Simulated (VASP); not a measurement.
# Os2Pt (Fm-3m) in VASP: a series of runs

Runs on Os2Pt. Level: PBE. Tasks: single point, relaxation of cell and atoms.

All numbers are computed with VASP 6.6.1; they aren't measurements. Logs are shortened: lines on timing, memory, paths and dates and some standing lists are left out, and cuts for length are marked.

### Step 1. The cell of the first run

It takes space group Fm-3m (No. 225, cubic). Conventional cell: a = 5.358 Å, b = 5.358 Å, c = 5.358 Å, α = 90.00°, β = 90.00°, γ = 90.00°. Within 3.1 Å of Os (site symmetry -43m) lie 4 Pt at 2.32 Å and 6 Os at 2.68 Å. Pt (site symmetry m-3m) has 8 Os at 2.32 Å within 3.1 Å.

The cell was generated, and may not be a known phase.

### Step 2. Single point, PBE

Input file INCAR:

```
ALGO = Fast
EDIFF = 1E-6
ENCUT = 520
GGA = PE
ISIF = 2
ISMEAR = 0
LASPH = True
LCHARG = False
LREAL = False
LWAVE = False
NBANDS = 20
NELM = 80
PREC = Accurate
SIGMA = 0.1
```

Input file KPOINTS:

```
k-points
0
Gamma
  6 6 6
```

Input file POSCAR:

```
Os2Pt
1.0
    0.0000000000      2.6787921000      2.6787921000
    2.6787921000      0.0000000000      2.6787921000
    2.6787921000      2.6787921000      0.0000000000
Os Pt
2 1
Direct
    0.2500000000      0.2500000000      0.2500000000
    0.7500000000      0.7500000000      0.7500000000
    0.0000000000      0.0000000000      0.0000000000
```

Potentials or basis: VASP PAW PBE potentials, release 64 (Os, Pt).

Run with:

```sh
$ cat potpaw_PBE.64/Os/POTCAR potpaw_PBE.64/Pt/POTCAR > POTCAR
$ mpirun -np 1 vasp_std > vasp.out
```

OUTCAR:

```text
EDIFF = 1E-6
   ENCUT = 520
   GGA = PE
   ISIF = 2
   ISMEAR = 0
   LASPH = True
   LREAL = False
   NELM = 80
   PREC = Accurate

 ion  position               nearest neighbor table
   1  0.250  0.250  0.250-   3 2.32   3 2.32   3 2.32   3 2.32   2 2.68   2 2.68   2 2.68   2 2.68
                             2 2.68   2 2.68
   2  0.750  0.750  0.750-   3 2.32   3 2.32   3 2.32   3 2.32   1 2.68   1 2.68   1 2.68   1 2.68
                             1 2.68   1 2.68
   3  0.000  0.000  0.000-   1 2.32   2 2.32   2 2.32   2 2.32   2 2.32   1 2.32   1 2.32   1 2.32

  LATTYP: Found a face centered cubic cell.
 ALAT       =     5.3575842000

  Lattice vectors:

 A1 = (   0.0000000000,   2.6787921000,   2.6787921000)
 A2 = (   2.6787921000,   0.0000000000,   2.6787921000)
 A3 = (   2.6787921000,   2.6787921000,   0.0000000000)

Analysis of symmetry for initial positions (statically):
=====================================================================
 Subroutine PRICEL returns:
 Original cell was already a primitive cell.

 Routine SETGRP: Setting up the symmetry group for a
 face centered cubic supercell.

 Subroutine GETGRP returns: Found 48 space group operations
 (whereof 48 operations were pure point group operations)
 out of a pool of 48 trial point group operations.

The static configuration has the point symmetry O_h .

Analysis of symmetry for dynamics (positions and initial velocities):
=====================================================================
 Subroutine PRICEL returns:
 Original cell was already a primitive cell.

 Routine SETGRP: Setting up the symmetry group for a
 face centered cubic supercell.

 Subroutine GETGRP returns: Found 48 space group operations
 (whereof 48 operations were pure point group operations)
 out of a pool of 48 trial point group operations.

The dynamic configuration has the point symmetry O_h .

 Subroutine INISYM returns: Found 48 space group operations
 (whereof 48 operations are pure point group operations),
 and found     1 'primitive' translations

----------------------------------------------------------------------------------------

                                     Primitive cell

  volume of cell :      38.4456

  direct lattice vectors                    reciprocal lattice vectors
     0.000000000  2.678792100  2.678792100    -0.186651290  0.186651290  0.186651290
     2.678792100  0.000000000  2.678792100     0.186651290 -0.186651290  0.186651290
     2.678792100  2.678792100  0.000000000     0.186651290  0.186651290 -0.186651290

  length of vectors
     3.788384119  3.788384119  3.788384119     0.323289517  0.323289517  0.323289517

  position of ions in fractional coordinates (direct lattice)
     0.250000000  0.250000000  0.250000000
     0.750000000  0.750000000  0.750000000
     0.000000000  0.000000000  0.000000000

  ion indices of the primitive-cell ions
   primitive index   ion index
                 1           1
                 2           2
                 3           3

----------------------------------------------------------------------------------------

 KPOINTS: k-points

Automatic generation of k-mesh.
 Grid dimensions read from file:
 generate k-points for:    6    6    6

 Generating k-lattice:

  Cartesian coordinates                     Fractional coordinates (reciprocal lattice)
    -0.031108548  0.031108548  0.031108548     0.166666667  0.000000000  0.000000000
     0.031108548 -0.031108548  0.031108548     0.000000000  0.166666667  0.000000000
     0.031108548  0.031108548 -0.031108548     0.000000000  0.000000000  0.166666667

  Length of vectors
     0.053881586  0.053881586  0.053881586

  Shift w.r.t. Gamma in fractional coordinates (k-lattice)
     0.000000000  0.000000000  0.000000000

 Subroutine IBZKPT returns following result:
 ===========================================

 Found     16 irreducible k-points:

 Following reciprocal coordinates:
            Coordinates               Weight
  0.000000  0.000000  0.000000      1.000000
  0.166667  0.000000  0.000000      8.000000
  0.333333  0.000000  0.000000      8.000000
  0.500000  0.000000  0.000000      4.000000
  0.166667  0.166667  0.000000      6.000000
  0.333333  0.166667  0.000000     24.000000
[... 8 lines left out ...]
 -0.333333  0.333333  0.166667     24.000000
 -0.333333  0.500000  0.166667     12.000000
   k-points           NKPTS =     16   k-points in BZ     NKDIM =     16   number of bands    NBANDS=     20
   number of dos      NEDOS =    301   number of ions     NIONS =      3
   total plane-waves  NPLWV =  21952
   dimension x,y,z NGX =    28 NGY =   28 NGZ =   28
   dimension x,y,z NGXF=    56 NGYF=   56 NGZF=   56
   ions per type =               2   1
   NGX,Y,Z   is equivalent  to a cutoff of  12.29, 12.29, 12.29 a.u.
   NGXF,Y,Z  is equivalent  to a cutoff of  24.57, 24.57, 24.57 a.u.
 SYSTEM =  unknown system
   PREC   = accura    normal or accurate (medium, high low for compatibility)
   ISTART =      0    job   : 0-new  1-cont  2-samecut
   ICHARG =      2    charge: 1-file 2-atom 10-const
   ISPIN  =      1    spin polarized calculation?
   LNONCOLLINEAR =      F non collinear calculations
   LSORBIT =      F    spin-orbit coupling
   LASPH  =      T    aspherical Exc in radial PAW
   ENCUT  =  520.0 eV  38.22 Ry    6.18 a.u.   7.04  7.04  7.04*2*pi/ulx,y,z
   NELM   =     80;   NELMIN=  2; NELMDL= -5     # of ELM steps
   EDIFF  = 0.1E-05   stopping-criterion for ELM
   LREAL  =      F    real-space projection
   EDIFFG = 0.1E-04   stopping-criterion for IOM
   NSW    =      0    number of steps for IOM
   IBRION =     -1    ionic relax: 0-MD 1-quasi-New 2-CG
   NFREE  =      0    steps in history (QN), initial steepest desc. (CG)
   ISIF   =      2    stress and relaxation
   ISYM   =      2    0-nonsym 1-usesym 2-fastsym
   POTIM  = 0.5000    time-step for ionic-motion
   TEBEG  =    0.0;   TEEND  =   0.0 temperature during run
   PSTRESS=    0.0 pullay stress
   NELECT =      26.0000    total number of electrons
   NUPDOWN=      -1.0000    fix difference up-down
   EMIN   =  10.00;   EMAX   =-10.00  energy-range for DOS
   EFERMI =   0.00;   METHOD = LEGACY
   ISMEAR =     0;   SIGMA  =   0.10  broadening in eV -4-tet -1-fermi 0-gaus
   EFERMI_NEDOS =   21; number of points for ismear=-14 and -15
   IALGO  =     68    algorithm
   IMIX   =      4    mixing-type and parameters
     AMIX     =   0.40;   BMIX     =  1.00
     AMIX_MAG =   1.60;   BMIX_MAG =  1.00
  volume/ion in A,a.u.               =      12.82        86.48
  Fermi-wavevector in a.u.,A,eV,Ry     =   1.436979  2.715496 28.094768  2.064907
  Thomas-Fermi vector in A             =   2.556107
   LORBIT       =      0    0 simple, 1 ext, 2 COOP (PROOUT), +10 PAW based schemes
   GGA     = PE    functional components
   LHFCALC =     F    Hartree Fock is set to
   AEXX    =    0.0000 exact exchange contribution
   IVDW    =     0    specifies the selected vdW correction
   LEPSILON=     F    determine dielectric tensor
   LRPA    =     F    only Hartree local field effects (RPA)
 non-spin polarized calculation
 RMM-DIIS sequential band-by-band and
 Gauss-broadening in eV      SIGMA  =   0.10
  energy-cutoff  :      520.00
  volume of cell :       38.45
 maximum number of plane-waves:      1056
   NGX = 15   NGY = 15   NGZ = 15

 number of electron      25.9999998 magnetization

 Free energy of the ion-electron system (eV)
  ---------------------------------------------------
  ext. energy  EPLUGINS =         0.00000000
  ---------------------------------------------------
  free energy    TOTEN  =       -19.79364472 eV

  energy without entropy =      -19.77951663  energy(sigma->0) =      -19.78658067

 E-fermi :  12.3023     XC(G=0): -14.2944

 val. band max:       12.2183953544   @ k =  -0.3333   0.3333   0.1667
 cond. band min:      12.3571542659   @ k =   0.3333   0.1667   0.0000
 fundamental gap:      0.1387589115
 Fermi energy:        12.3022902322

 k-point     1 :       0.0000    0.0000    0.0000
  band No.  band energies     occupation
      1       0.3767      2.00000
      2       2.8776      2.00000
      3       2.8776      2.00000
      4       5.4397      2.00000
      5       5.4397      2.00000
      6       5.4397      2.00000
[... 12 lines left out ...]
     19      24.2871      0.00000
     20      24.2878      0.00000

 k-point     2 :       0.1667    0.0000    0.0000
  band No.  band energies     occupation
      1       1.0144      2.00000
      2       3.1952      2.00000
      3       3.1952      2.00000
      4       4.6846      2.00000
      5       5.0853      2.00000
      6       5.0853      2.00000
[... 12 lines left out ...]
     19      24.2019      0.00000
     20      24.2054      0.00000

 k-point     3 :       0.3333    0.0000    0.0000
  band No.  band energies     occupation
      1       2.5685      2.00000
      2       3.9883      2.00000
      3       3.9883      2.00000
      4       4.2685      2.00000
      5       4.6399      2.00000
      6       4.6399      2.00000
[... 12 lines left out ...]
     19      24.4630      0.00000
     20      24.4631      0.00000

 k-point     4 :       0.5000    0.0000    0.0000
  band No.  band energies     occupation
      1       3.5665      2.00000
      2       4.3918      2.00000
      3       4.3918      2.00000
      4       4.5281      2.00000
      5       4.6071      2.00000
      6       4.6071      2.00000
[... 245 lines left out ...]
 k-point    15 :      -0.3333    0.3333    0.1667
  band No.  band energies     occupation
      1       3.2893      2.00000
      2       3.3055      2.00000
      3       3.9637      2.00000
      4       4.4930      2.00000
      5       4.5269      2.00000
      6       5.7156      2.00000
[... 12 lines left out ...]
     19      18.6462      0.00000
     20      25.3321      0.00000

 k-point    16 :      -0.3333    0.5000    0.1667
  band No.  band energies     occupation
      1       2.9190      2.00000
      2       3.3210      2.00000
      3       3.5236      2.00000
      4       4.5390      2.00000
      5       5.1208      2.00000
      6       6.4798      2.00000
[... 12 lines left out ...]
     19      17.1125      0.00000
     20      25.9308      0.00000

------------------------ aborting loop because EDIFF is reached ----------------------------------------

  FORCE on cell =-STRESS in cart. coord.  units (eV):
  Direction    XX          YY          ZZ          XY          YZ          ZX
  --------------------------------------------------------------------------------------
  -------------------------------------------------------------------------------------
  Total       40.3642909     40.3642909     40.3642909     -0.0000000      0.0000000      0.0000000
  in kB     1682.1351484   1682.1351484   1682.1351484     -0.0000000      0.0000000      0.0000000
  external PRESSURE =    1682.1351484 kB  Pullay stress =       0.0000000 kB

 VOLUME and BASIS-vectors are now :
 -----------------------------------------------------------------------------
  energy-cutoff  :      520.00
  volume of cell :       38.45
      direct lattice vectors                 reciprocal lattice vectors
     0.000000000  2.678792100  2.678792100    -0.186651290  0.186651290  0.186651290
     2.678792100  0.000000000  2.678792100     0.186651290 -0.186651290  0.186651290
     2.678792100  2.678792100  0.000000000     0.186651290  0.186651290 -0.186651290

 POSITION                                       TOTAL-FORCE (eV/Angst)
 -----------------------------------------------------------------------------------
      1.33940      1.33940      1.33940        -0.000000     -0.000000      0.000000
      4.01819      4.01819      4.01819         0.000000      0.000000     -0.000000
      0.00000      0.00000      0.00000        -0.000000     -0.000000     -0.000000
 -----------------------------------------------------------------------------------
    total drift:                                0.000000      0.000000      0.000000

  FREE ENERGIE OF THE ION-ELECTRON SYSTEM (eV)
  ---------------------------------------------------
  free  energy   TOTEN  =       -19.7936447154 eV

  energy  without entropy=      -19.7795166269  energy(sigma->0) =      -19.78658067
```

Run time: 11 s. Hardware: 1 thread of Intel Xeon Platinum 8559C (Emerald Rapids), shared host; peak memory 0.15 GiB.

Results:

| Property | Result |
| --- | --- |
| Free energy | -19.7936 eV |
| Pressure | 168.2 GPa |
| Band gap on the k mesh | zero (bands 13 and 14 overlap by 2.29 eV) |

Caveat: the cell stands under pressure; spin-orbit coupling is left out, which moves the levels of the heavy elements.

### Step 3. Single point, PBE

This run uses another cell than the first one, of 17.49 Å³/atom.

Input file INCAR:

```
SYSTEM = Os2Pt
PREC = Accurate ; ENCUT = 520
EDIFF = 1E-6 ; ISMEAR = 0
SIGMA = 0.1 ; LREAL = .FALSE.
LASPH = .TRUE. ; NELM = 80
ALGO = Normal ; ISIF = 2
LWAVE = .FALSE. ; LCHARG = .TRUE.
GGA = PE ; LELF = .TRUE.
LVHAR = .TRUE. ; NBANDS = 20
```

Input file KPOINTS:

```
regular mesh
0
G
  14 14 14
  0 0 0
```

Input file POSCAR:

```
Os2Pt
1.0
    0.0000000000      2.9716136310      2.9716136310
    2.9716136310      0.0000000000      2.9716136310
    2.9716136310      2.9716136310      0.0000000000
Os Pt
2 1
Direct
    0.2500000000      0.2500000000      0.2500000000
    0.7500000000      0.7500000000      0.7500000000
    0.0000000000      0.0000000000      0.0000000000
```

Potentials or basis: VASP PAW PBE potentials, release 64 (Os, Pt).

Run with:

```sh
$ cat potpaw_PBE.64/Os/POTCAR potpaw_PBE.64/Pt/POTCAR > POTCAR
$ mpirun -np 1 vasp_std > vasp.out
```

It took 48 s on 1 thread of Intel Xeon Platinum 8559C (Emerald Rapids), shared host; peak memory 0.25 GiB.

It converged, with:

* Free energy: -25.2158 eV
* Pressure: -0.7 GPa
* Band gap on the k mesh: zero (bands 13 and 14 overlap by 1.41 eV)

Levels at points of the mesh, in eV from the Fermi level:
```csv
k point,band 9,band 10,band 11,band 12,band 13,band 14,band 15,band 16,band 17,band 18
"(0.00, 0.00, 0.00)",-3.80,-0.54,-0.54,1.07,1.07,1.07,1.90,1.90,7.40,8.94
"(0.50, 0.00, 0.00)",-2.59,-1.44,-1.44,-1.28,-0.18,-0.18,0.86,0.86,1.92,8.77
"(0.50, 0.50, 0.00)",-1.46,-1.46,-0.50,0.37,0.54,1.33,1.33,1.67,1.67,1.78
```

Caveat: spin-orbit coupling is left out, which moves the levels of the heavy elements.

### Step 4. Relaxation of cell and atoms, PBE

This run uses another cell than the first one, of 17.48 Å³/atom.

Input file INCAR:

```
ALGO = Fast
EDIFF = 1E-7
EDIFFG = -0.01
ENCUT = 600
GGA = PE
IBRION = 2
ISIF = 3
ISMEAR = 0
LASPH = True
LCHARG = False
LREAL = False
LWAVE = False
NELM = 60
NSW = 100
PREC = Accurate
SIGMA = 0.1
```

Input file KPOINTS:

```
k-points
0
Gamma
  14 14 14
```

Input file POSCAR:

```
Os2Pt
1.0
    0.0000000000      2.9709449194      2.9709449194
    2.9709449194      0.0000000000      2.9709449194
    2.9709449194      2.9709449194      0.0000000000
Os Pt
2 1
Direct
    0.2500000000      0.2500000000      0.2500000000
    0.7500000000      0.7500000000      0.7500000000
    0.0000000000      0.0000000000      0.0000000000
```

Run with:

```sh
$ cat potpaw_PBE.64/Os/POTCAR potpaw_PBE.64/Pt/POTCAR > POTCAR
$ mpirun -np 1 vasp_std > vasp.out
```

Wall time 3.1 min (1 thread of Intel Xeon Platinum 8559C (Emerald Rapids), shared host); peak memory 0.3 GiB.

It converged, with:

* Free energy: -25.2170 eV
* Relaxed volume: 17.45 Å³/atom
* Relaxed cell: a = 4.199 Å, b = 4.199 Å, c = 4.199 Å, α = 60.00°, β = 60.00°, γ = 60.00°
* Space group after relaxing (to 0.1 Å): Fm-3m (No. 225)
* Energy gained by relaxing: 0.0 meV/atom
* Ionic steps: 3
* Pressure after relaxing: 0.0 GPa
* Band gap on the k mesh: zero (bands 13 and 14 overlap by 1.42 eV)

Step by step:
```
step  energy change (eV)  largest force (eV/Å)  pressure (GPa)  volume (Å³)
   1              0.0000                0.0000           -0.39        52.45
   2              0.0008                0.0000            1.19        52.13
   3             -0.0001                0.0000            0.01        52.36
```

Final structure:
```
Os Pt
1.0
     0.00000    2.96939    2.96939
     2.96939    0.00000    2.96939
     2.96939    2.96939    0.00000
Os Pt
2 1
Direct
  0.25000 0.25000 0.25000
  0.75000 0.75000 0.75000
  0.00000 0.00000 0.00000
```

Levels at points of the mesh, in eV from the Fermi level:
| k point | band 9 | band 10 | band 11 | band 12 | band 13 | band 14 | band 15 | band 16 | band 17 |
| --- | --- | --- | --- | --- | --- | --- | --- | --- | --- |
| (0.00, 0.00, 0.00) | -3.81 | -0.54 | -0.54 | 1.07 | 1.07 | 1.07 | 1.91 | 1.91 | 7.40 |
| (0.50, 0.00, 0.00) | -2.60 | -1.45 | -1.45 | -1.28 | -0.18 | -0.18 | 0.87 | 0.87 | 1.93 |
| (0.50, 0.50, 0.00) | -1.46 | -1.46 | -0.50 | 0.37 | 0.54 | 1.33 | 1.33 | 1.67 | 1.67 |

Caveat: spin-orbit coupling is left out, which moves the levels of the heavy elements.

### Step 5. Overview

```csv
task,cell,k mesh,cutoff (eV),gap on the mesh (eV),pressure (GPa)
single point,"a = 3.788 Å, angles 60.0°, 3 atoms",6 × 6 × 6,520,none,168.2
single point,"a = 4.202 Å, angles 60.0°, 3 atoms",14 × 14 × 14,520,none,-0.7
relaxation of cell and atoms,"relaxed from a = 4.202 Å, angles 60.0°, 3 atoms",14 × 14 × 14,600,none,0.0
```

Alike in all rows: level PBE; potentials or basis VASP PAW PBE potentials, release 64 (Os, Pt); no spin polarisation; smearing gaussian 0.1 eV.

Caveats: spin-orbit coupling is left out, which moves the levels of the heavy elements; the cell stands under pressure (at least some runs).

Absolute energies hang on the potentials; compare differences alone.

The gap in the log of VASP goes by the Fermi energy; the results here count the filled bands.